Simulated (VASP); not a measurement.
Wanted: the native input for a VASP 6.6.1 run.

| Item | Value |
| --- | --- |
| Task | relaxation of cell and atoms |
| Functional | PBEsol |
| Potentials or basis | VASP PAW PBE potentials, release 64 (B_h, N_h) |
| Cutoff | 910 eV |
| k mesh | 12 × 12 × 12 |
| Occupations | gaussian, width 0.02 eV |
| Spin | no spin polarisation |
| Dipole correction | no |
| Second run | hard_potentials |
| Further INCAR settings | ALGO = Normal; EDIFF = 1e-07; IBRION = 2; EDIFFG = -0.005; NSW = 100; ISIF = 3 |

The structure of BN lies in POSCAR:

```
BN
1.0
    1.2511217832      0.7223354983      3.3729344033
   -1.2511217832      0.7223354983      3.3729344033
    0.0000000000     -1.4446709967      3.3729344033
B N
1 1
Direct
    0.9996712000      0.9996712000      0.9996712000
    0.3327618000      0.3327618000      0.3327618000
```

The input as run:

INCAR

```
SYSTEM = BN
PREC = Accurate
ENCUT = 910
EDIFF = 1E-7
ISMEAR = 0
SIGMA = 0.02
LREAL = .FALSE.
LASPH = .TRUE.
NELM = 120
ALGO = Normal
ISIF = 3
LWAVE = .FALSE.
LCHARG = .FALSE.
GGA = PS
IBRION = 2
NSW = 100
EDIFFG = -0.005
GGA_COMPAT = .FALSE.
NELMIN = 4
```

KPOINTS

```
Automatic mesh
0
G
  12 12 12
  0 0 0
```

Potentials or basis: VASP PAW PBE potentials, release 64 (B_h, N_h).

Run with:

```bash
$ cat potpaw_PBE.64/B_h/POTCAR potpaw_PBE.64/N_h/POTCAR > POTCAR
$ mpirun -np 1 vasp_std > vasp.out
```

Results of the run:

```yaml
Relaxed_volume: 9.17 Å³/atom
Relaxed_cell: a = 3.674 Å, b = 3.674 Å, c = 3.674 Å, α = 39.85°, β = 39.85°, γ = 39.85°
Space_group_after_relaxing_to_0.05_Å: R3m (No. 160)
Energy_gained_by_relaxing: 0.0 meV/atom
Ionic_steps: 6
Pressure_after_relaxing: 0.0 GPa
Largest_force_after_relaxing: 0.005 eV/Å
Band_gap_on_the_k_mesh: 4.18 eV, indirect (least direct gap 4.64 eV)
```

Caveat: the cutoff is under 1.25 times the usual one of these potentials, so pressure, stress and relaxed cells hold a basis-set (Pulay) error; the PAW data sets were made with another functional, which shifts forces and pressure a little.

Run time: 120 s on 1 thread of Intel(R) Xeon(R) 6975P-C (Granite Rapids), with other jobs on the host, peak memory 0.24 GiB.
